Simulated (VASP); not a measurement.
A run of VASP 6.6.1:

File INCAR:

```
  ALGO = Normal
  EDIFF = 1E-6
  ENCUT = 520
  GGA = PE
  ISIF = 2
  ISMEAR = -1
  LASPH = True
  LCHARG = True
  LELF = True
  LREAL = False
  LVHAR = True
  LWAVE = False
  NBANDS = 15
  NELM = 60
  PREC = Accurate
  SIGMA = 0.02
```

The input KPOINTS:

```
k-points
0
Gamma
  6 6 6
```

POSCAR

```
KBr
1.0
    0.0358293888      3.3022478201      3.3022478201
    3.3022478201      0.0358293888      3.3022478201
    3.3380772089      3.3380772089      0.0000000000
K Br
1 1
Direct
    0.0000000000      0.0000000000      0.0000000000
    0.5000000000      0.5000000000      0.5000000000
```

Potentials or basis: VASP PAW PBE potentials, release 64 (K_sv, Br).

Run with:

```sh
$ cat potpaw_PBE.64/K_sv/POTCAR potpaw_PBE.64/Br/POTCAR > POTCAR
$ mpirun -np 1 vasp_std > vasp.out
```

Hardware: 1 thread of Intel(R) Xeon(R) Platinum 8488C (Sapphire Rapids), with other jobs on the host.

Problem. How long does it take, and how much memory?

Solution. Run time: 28 s on 1 thread of Intel(R) Xeon(R) Platinum 8488C (Sapphire Rapids) (shared host), peak memory 0.23 GiB. Counts: scf iterations 13, k points 46.
